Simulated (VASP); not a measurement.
# Ta2Si (I4/mcm) in VASP: a series of runs

Runs on Ta2Si. Level: PBEsol. Tasks: single point.

All numbers are computed with VASP 6.6.1; they aren't measurements. Logs are shortened: lines on timing, memory, paths and dates and some standing lists are left out, and cuts for length are marked.

### Step 1. The cell of the first run

The structure is tetragonal, space group I4/mcm (No. 140). Conventional cell: a = 6.120 Å, b = 6.120 Å, c = 5.023 Å, α = 90.00°, β = 90.00°, γ = 90.00°. Within 3.4 Å of Ta (site symmetry m2m) lie 4 Si at 2.61 Å and 11 Ta at 2.82 to 3.24 Å. Si (site symmetry 422) has 2 Si at 2.51 Å and 8 Ta at 2.61 Å within 3.3 Å.

### Step 2. Single point, PBEsol

INCAR

```
PREC     = Accurate       # precision mode
ENCUT    = 520            # plane-wave cutoff, eV
EDIFF    = 1E-7           # SCF threshold, eV
ISMEAR   = 0              # smearing method
SIGMA    = 0.1            # smearing width, eV
LREAL    = F              # projectors in reciprocal space
LASPH    = T              # aspherical terms in the spheres
NELM     = 100            # most SCF steps
ALGO     = Fast           # electronic algorithm
ISIF     = 2              # what is computed and relaxed
LWAVE    = F              # write WAVECAR
LCHARG   = T              # write CHGCAR
GGA      = PS             # functional
LELF     = T              # ELF
LVHAR    = T            
NBANDS   = 35             # bands
```

KPOINTS

```
Automatic mesh
0
Gamma
  10 10 10
```

POSCAR

```
Ta2Si
1.0
   -3.0601190123      3.0601190123      2.5115712659
    3.0601190123     -3.0601190123      2.5115712659
    3.0601190123      3.0601190123     -2.5115712659
Ta Si
4 2
Direct
    0.6629888769      0.8370111231      0.5000000000
    0.8370111231      0.3370111231      0.1740222462
    0.3370111231      0.1629888769      0.5000000000
    0.1629888769      0.6629888769      0.8259777538
    0.2500000000      0.2500000000      0.0000000000
    0.7500000000      0.7500000000      0.0000000000
```

Potentials or basis: VASP PAW PBE potentials, release 64 (Ta_pv, Si).

The run is started by

```console
cat potpaw_PBE.64/Ta_pv/POTCAR potpaw_PBE.64/Si/POTCAR > POTCAR
mpirun -np 1 vasp_std > vasp.out
```

OUTCAR:

```text
PREC = Accurate
   ENCUT = 520
   EDIFF = 1E-7
   ISMEAR = 0
   LREAL = F
   LASPH = T
   NELM = 100
   ISIF = 2
   GGA = PS

 ion  position               nearest neighbor table
   1  0.663  0.837  0.500-   6 2.61   6 2.61   5 2.61   5 2.61   3 2.82   3 2.93   3 2.93   2 3.21
                             4 3.21   4 3.21   2 3.21   4 3.24   2 3.24   4 3.24   2 3.24
   2  0.837  0.337  0.174-   6 2.61   5 2.61   5 2.61   6 2.61   4 2.82   4 2.93   4 2.93   1 3.21
                             3 3.21   3 3.21   1 3.21   1 3.24   3 3.24   3 3.24   1 3.24
   3  0.337  0.163  0.500-   5 2.61   5 2.61   6 2.61   6 2.61   1 2.82   1 2.93   1 2.93   2 3.21
                             4 3.21   4 3.21   2 3.21   4 3.24   2 3.24   2 3.24   4 3.24
   4  0.163  0.663  0.826-   6 2.61   5 2.61   5 2.61   6 2.61   2 2.82   2 2.93   2 2.93   3 3.21
                             1 3.21   1 3.21   3 3.21   3 3.24   1 3.24   1 3.24   3 3.24
   5  0.250  0.250  0.000-   6 2.51   6 2.51   3 2.61   3 2.61   2 2.61   4 2.61   1 2.61   1 2.61
                             4 2.61   2 2.61
   6  0.750  0.750  0.000-   5 2.51   5 2.51   1 2.61   1 2.61   3 2.61   3 2.61   4 2.61   2 2.61
                             4 2.61   2 2.61

  LATTYP: Found a body centered tetragonal cell.
 ALAT       =     6.1202380246
 C/A-ratio  =     0.8207430024

  Lattice vectors:

 A1 = (  -3.0601190123,   3.0601190123,   2.5115712659)
 A2 = (   3.0601190123,  -3.0601190123,   2.5115712659)
 A3 = (   3.0601190123,   3.0601190123,  -2.5115712659)

Analysis of symmetry for initial positions (statically):
=====================================================================
 Subroutine PRICEL returns:
 Original cell was already a primitive cell.

 Routine SETGRP: Setting up the symmetry group for a
 body centered tetragonal supercell.

 Subroutine GETGRP returns: Found 16 space group operations
 (whereof  8 operations were pure point group operations)
 out of a pool of 16 trial point group operations.

The static configuration has the point symmetry C_4h.
 The point group associated with its full space group is D_4h.

Analysis of symmetry for dynamics (positions and initial velocities):
=====================================================================
 Subroutine PRICEL returns:
 Original cell was already a primitive cell.

 Routine SETGRP: Setting up the symmetry group for a
 body centered tetragonal supercell.

 Subroutine GETGRP returns: Found 16 space group operations
 (whereof  8 operations were pure point group operations)
 out of a pool of 16 trial point group operations.

The dynamic configuration has the point symmetry C_4h.
 The point group associated with its full space group is D_4h.

 Subroutine INISYM returns: Found 16 space group operations
 (whereof  8 operations are pure point group operations),
 and found     1 'primitive' translations

----------------------------------------------------------------------------------------

                                     Primitive cell

  volume of cell :      94.0767

  direct lattice vectors                    reciprocal lattice vectors
    -3.060119012  3.060119012  2.511571266     0.000000000  0.163392338  0.199078564
     3.060119012 -3.060119012  2.511571266     0.163392338  0.000000000  0.199078564
     3.060119012  3.060119012 -2.511571266     0.163392338  0.163392338  0.000000000

  length of vectors
     5.003663354  5.003663354  5.003663354     0.257544813  0.257544813  0.231071660

  position of ions in fractional coordinates (direct lattice)
     0.662988877  0.837011123  0.500000000
     0.837011123  0.337011123  0.174022246
     0.337011123  0.162988877  0.500000000
     0.162988877  0.662988877  0.825977754
     0.250000000  0.250000000  0.000000000
     0.750000000  0.750000000  0.000000000

  ion indices of the primitive-cell ions
   primitive index   ion index
                 1           1
                 2           2
                 3           3
                 4           4
                 5           5
                 6           6

----------------------------------------------------------------------------------------

 KPOINTS: Automatic mesh

Automatic generation of k-mesh.
 Grid dimensions read from file:
 generate k-points for:   10   10   10

 Generating k-lattice:

  Cartesian coordinates                     Fractional coordinates (reciprocal lattice)
     0.000000000  0.016339234  0.019907856     0.100000000  0.000000000 -0.000000000
     0.016339234  0.000000000  0.019907856     0.000000000  0.100000000 -0.000000000
     0.016339234  0.016339234  0.000000000     0.000000000  0.000000000  0.100000000

  Length of vectors
     0.025754481  0.025754481  0.023107166

  Shift w.r.t. Gamma in fractional coordinates (k-lattice)
     0.000000000  0.000000000  0.000000000

 Subroutine IBZKPT returns following result:
 ===========================================

 Found    102 irreducible k-points:

 Following reciprocal coordinates:
            Coordinates               Weight
  0.000000  0.000000  0.000000      1.000000
  0.100000  0.000000 -0.000000      8.000000
  0.200000  0.000000 -0.000000      8.000000
  0.300000  0.000000  0.000000      8.000000
  0.400000  0.000000 -0.000000      8.000000
  0.500000  0.000000 -0.000000      4.000000
[... 16 lines left out ...]
  0.300000  0.300000  0.000000      8.000000
  0.400000  0.300000 -0.000000     16.000000
 [... further k-points ...]
   k-points           NKPTS =    102   k-points in BZ     NKDIM =    102   number of bands    NBANDS=     35
   number of dos      NEDOS =    301   number of ions     NIONS =      6
   total plane-waves  NPLWV =  64000
   dimension x,y,z NGX =    40 NGY =   40 NGZ =   40
   dimension x,y,z NGXF=    80 NGYF=   80 NGZF=   80
   ions per type =               4   2
   NGX,Y,Z   is equivalent  to a cutoff of  13.29, 13.29, 13.29 a.u.
   NGXF,Y,Z  is equivalent  to a cutoff of  26.58, 26.58, 26.58 a.u.
 SYSTEM =  unknown system
   PREC   = accura    normal or accurate (medium, high low for compatibility)
   ISTART =      0    job   : 0-new  1-cont  2-samecut
   ICHARG =      2    charge: 1-file 2-atom 10-const
   ISPIN  =      1    spin polarized calculation?
   LNONCOLLINEAR =      F non collinear calculations
   LSORBIT =      F    spin-orbit coupling
   LASPH  =      T    aspherical Exc in radial PAW
   ENCUT  =  520.0 eV  38.22 Ry    6.18 a.u.   9.30  9.30  9.30*2*pi/ulx,y,z
   NELM   =    100;   NELMIN=  2; NELMDL= -5     # of ELM steps
   EDIFF  = 0.1E-06   stopping-criterion for ELM
   LREAL  =      F    real-space projection
   EDIFFG = 0.1E-05   stopping-criterion for IOM
   NSW    =      0    number of steps for IOM
   IBRION =     -1    ionic relax: 0-MD 1-quasi-New 2-CG
   NFREE  =      0    steps in history (QN), initial steepest desc. (CG)
   ISIF   =      2    stress and relaxation
   ISYM   =      2    0-nonsym 1-usesym 2-fastsym
   POTIM  = 0.5000    time-step for ionic-motion
   TEBEG  =    0.0;   TEEND  =   0.0 temperature during run
   PSTRESS=    0.0 pullay stress
   NELECT =      52.0000    total number of electrons
   NUPDOWN=      -1.0000    fix difference up-down
   EMIN   =  10.00;   EMAX   =-10.00  energy-range for DOS
   EFERMI =   0.00;   METHOD = LEGACY
   ISMEAR =     0;   SIGMA  =   0.10  broadening in eV -4-tet -1-fermi 0-gaus
   EFERMI_NEDOS =   21; number of points for ismear=-14 and -15
   IALGO  =     68    algorithm
   IMIX   =      4    mixing-type and parameters
     AMIX     =   0.40;   BMIX     =  1.00
     AMIX_MAG =   1.60;   BMIX_MAG =  1.00
  volume/ion in A,a.u.               =      15.68       105.81
  Fermi-wavevector in a.u.,A,eV,Ry     =   1.343534  2.538911 24.559643  1.805083
  Thomas-Fermi vector in A             =   2.471600
   LORBIT       =      0    0 simple, 1 ext, 2 COOP (PROOUT), +10 PAW based schemes
   GGA     = PS    functional components
   LHFCALC =     F    Hartree Fock is set to
   AEXX    =    0.0000 exact exchange contribution
   IVDW    =     0    specifies the selected vdW correction
   LEPSILON=     F    determine dielectric tensor
   LRPA    =     F    only Hartree local field effects (RPA)
 non-spin polarized calculation
 RMM-DIIS sequential band-by-band and
 Gauss-broadening in eV      SIGMA  =   0.10
  energy-cutoff  :      520.00
  volume of cell :       94.08
 maximum number of plane-waves:      2557
 NGX is ok and might be reduce to    40
   NGX = 19   NGY = 19   NGZ = 19

 number of electron      52.0000001 magnetization

 Free energy of the ion-electron system (eV)
  ---------------------------------------------------
  ext. energy  EPLUGINS =         0.00000000
  ---------------------------------------------------
  free energy    TOTEN  =       -65.31092001 eV

  energy without entropy =      -65.29511571  energy(sigma->0) =      -65.30301786

 E-fermi :   7.6328     XC(G=0): -12.6419

 val. band max:        7.6304889480   @ k =  -0.3000   0.3000   0.0000
 cond. band min:       7.6342724957   @ k =  -0.4000   0.4000   0.1000
 fundamental gap:      0.0037835477
 Fermi energy:         7.6327874517

 k-point     1 :       0.0000    0.0000    0.0000
  band No.  band energies     occupation
      1     -26.8360      2.00000
      2     -26.8283      2.00000
      3     -26.8283      2.00000
      4     -26.7689      2.00000
      5     -26.7689      2.00000
      6     -26.7449      2.00000
[... 27 lines left out ...]
     34      12.0806      0.00000
     35      13.4078      0.00000

 k-point     2 :       0.1000    0.0000   -0.0000
  band No.  band energies     occupation
      1     -26.8646      2.00000
      2     -26.8557      2.00000
      3     -26.8311      2.00000
      4     -26.7435      2.00000
      5     -26.7390      2.00000
      6     -26.7320      2.00000
[... 27 lines left out ...]
     34      11.8205      0.00000
     35      13.1932      0.00000

 k-point     3 :       0.2000    0.0000   -0.0000
  band No.  band energies     occupation
      1     -26.8994      2.00000
      2     -26.8952      2.00000
      3     -26.8444      2.00000
      4     -26.7299      2.00000
      5     -26.7111      2.00000
      6     -26.6919      2.00000
[... 27 lines left out ...]
     34      12.0282      0.00000
     35      12.8233      0.00000

 k-point     4 :       0.3000    0.0000    0.0000
  band No.  band energies     occupation
      1     -26.9286      2.00000
      2     -26.9271      2.00000
      3     -26.8357      2.00000
      4     -26.7297      2.00000
      5     -26.7087      2.00000
      6     -26.6431      2.00000
[... 27 lines left out ...]
     34      11.7739      0.00000
     35      12.2048      0.00000

 k-point     5 :       0.4000    0.0000   -0.0000
  band No.  band energies     occupation
      1     -26.9475      2.00000
      2     -26.9471      2.00000
      3     -26.7972      2.00000
      4     -26.7239      2.00000
      5     -26.7198      2.00000
      6     -26.6207      2.00000
[... 638 lines left out ...]
 k-point    22 :      -0.2000    0.2000    0.0000
  band No.  band energies     occupation
      1     -26.8751      2.00000
      2     -26.8264      2.00000
      3     -26.8084      2.00000
      4     -26.7976      2.00000
      5     -26.7698      2.00000
      6     -26.6995      2.00000
[... 27 lines left out ...]
     34      12.2280      0.00000
     35      12.6053      0.00000

 k-point    23 :       0.3000    0.3000    0.0000
  band No.  band energies     occupation
      1     -26.9584      2.00000
      2     -26.8629      2.00000
      3     -26.8303      2.00000
      4     -26.7494      2.00000
      5     -26.7456      2.00000
      6     -26.6418      2.00000
[... 27 lines left out ...]
     34      11.2828      0.00000
     35      12.2844      0.00000

 k-point    24 :       0.4000    0.3000   -0.0000
  band No.  band energies     occupation
      1     -26.9392      2.00000
      2     -26.8585      2.00000
      3     -26.8391      2.00000
      4     -26.7594      2.00000
      5     -26.7234      2.00000
      6     -26.6492      2.00000
[... 27 lines left out ...]
     34      11.5000      0.00000
     35      12.0342      0.00000

 [... further k-points ...]

------------------------ aborting loop because EDIFF is reached ----------------------------------------

  FORCE on cell =-STRESS in cart. coord.  units (eV):
  Direction    XX          YY          ZZ          XY          YZ          ZX
  --------------------------------------------------------------------------------------
  -------------------------------------------------------------------------------------
  Total        1.3526230      1.3526230      1.3441160      0.0000000     -0.0000000      0.0000000
  in kB       23.0359010     23.0359010     22.8910236      0.0000000     -0.0000000      0.0000000
  external PRESSURE =      22.9876085 kB  Pullay stress =       0.0000000 kB

 VOLUME and BASIS-vectors are now :
 -----------------------------------------------------------------------------
  energy-cutoff  :      520.00
  volume of cell :       94.08
      direct lattice vectors                 reciprocal lattice vectors
    -3.060119012  3.060119012  2.511571266     0.000000000  0.163392338  0.199078564
     3.060119012 -3.060119012  2.511571266     0.163392338  0.000000000  0.199078564
     3.060119012  3.060119012 -2.511571266     0.163392338  0.163392338  0.000000000

 POSITION                                       TOTAL-FORCE (eV/Angst)
 -----------------------------------------------------------------------------------
      2.06259      0.99753      2.51157         0.006694     -0.006694      0.000000
     -0.99753      2.06259      2.51157         0.006694      0.006694     -0.000000
      0.99753      2.06259      0.00000        -0.006694      0.006694      0.000000
      4.05765      0.99753      0.00000        -0.006694     -0.006694      0.000000
      0.00000      0.00000      1.25579        -0.000000     -0.000000     -0.000000
      0.00000      0.00000      3.76736        -0.000000      0.000000     -0.000000
 -----------------------------------------------------------------------------------
    total drift:                                0.000000      0.000000      0.000000

  FREE ENERGIE OF THE ION-ELECTRON SYSTEM (eV)
  ---------------------------------------------------
  free  energy   TOTEN  =       -65.3109200104 eV

  energy  without entropy=      -65.2951157062  energy(sigma->0) =      -65.30301786
```

It took 18 min on 1 thread of Intel Xeon 8259CL, shared host; peak memory 0.39 GiB.

Results:

```
Free energy            : -65.3109 eV
Pressure               : 2.3 GPa
Largest force          : 0.009 eV/Å
Band gap on the k mesh : zero (bands 26 and 27 overlap by 0.77 eV)
```

Forces on the atoms (eV/Å):
```
Ta   0.007 -0.007  0.000
Ta   0.007  0.007  0.000
Ta  -0.007  0.007  0.000
Ta  -0.007 -0.007  0.000
Si   0.000  0.000  0.000
Si   0.000  0.000  0.000
```

Caveat: the PAW data sets were made with another functional, which shifts forces and pressure a little; spin-orbit coupling is left out, which moves the levels of the heavy elements.

### Step 3. Single point, PBEsol

This run uses another cell than the first one, of 15.96 Å³/atom.

INCAR

```
SYSTEM = Ta2Si
PREC     = Accurate       ! precision mode
ENCUT    = 520            ! plane-wave cutoff, eV
EDIFF    = 1E-6           ! SCF threshold, eV
ISMEAR   = 0              ! smearing method
SIGMA    = 0.1            ! smearing width, eV
LREAL    = .False.        ! projectors in reciprocal space
LASPH    = .True.         ! aspherical terms in the spheres
NELM     = 80             ! most SCF steps
ALGO     = Fast           ! electronic algorithm
ISIF     = 2              ! what is computed and relaxed
LWAVE    = .False.        ! write WAVECAR
LCHARG   = .False.        ! write CHGCAR
GGA      = PS             ! functional
NBANDS   = 35             ! bands
```

KPOINTS

```
Automatic mesh
0
Gamma
  10 10 10
  0 0 0
```

POSCAR

```
Ta2Si
1.0
   -3.0772174791      3.0772174791      2.5278060898
    3.0772174791     -3.0772174791      2.5278060898
    3.0772174791      3.0772174791     -2.5278060898
Ta Si
4 2
Direct
    0.6631590359      0.8368409641      0.5000000000
    0.8368409641      0.3368409641      0.1736819283
    0.3368409641      0.1631590359      0.5000000000
    0.1631590359      0.6631590359      0.8263180717
    0.2500000000      0.2500000000      0.0000000000
    0.7500000000      0.7500000000      0.0000000000
```

Potentials or basis: VASP PAW PBE potentials, release 64 (Ta_pv, Si).

The run is started by

```console
cat potpaw_PBE.64/Ta_pv/POTCAR potpaw_PBE.64/Si/POTCAR > POTCAR
mpirun -np 1 vasp_std > vasp.out
```

Run time: 13 min. Hardware: 1 thread of Intel Xeon 8259CL, shared host; peak memory 0.39 GiB.

It converged, with:

```yaml
Free_energy: -65.3139 eV
Pressure: -1.7 GPa
Largest_force: 0.004 eV/Å
Band_gap_on_the_k_mesh: zero (bands 26 and 27 overlap by 0.74 eV)
```

Forces on the atoms (eV/Å):
```
Ta   0.003 -0.003  0.000
Ta   0.003  0.003  0.000
Ta  -0.003  0.003  0.000
Ta  -0.003 -0.003  0.000
Si   0.000  0.000  0.000
Si   0.000  0.000  0.000
```

Levels at points of the mesh, in eV from the Fermi level:
| k point | band 24 | band 25 | band 26 | band 27 | band 28 | band 29 |
| --- | --- | --- | --- | --- | --- | --- |
| (0.00, 0.00, 0.00) | -2.01 | 0.19 | 0.20 | 0.91 | 1.33 | 1.33 |
| (0.50, 0.00, 0.00) | -1.97 | -1.05 | -1.05 | 0.68 | 0.68 | 1.89 |
| (0.50, 0.50, 0.00) | -1.44 | -0.21 | 0.03 | 0.07 | 0.65 | 1.33 |
| (0.50, 0.50, 0.50) | -1.04 | -1.00 | -1.00 | -0.22 | 0.22 | 0.71 |

Caveat: the PAW data sets were made with another functional, which shifts forces and pressure a little; spin-orbit coupling is left out, which moves the levels of the heavy elements.
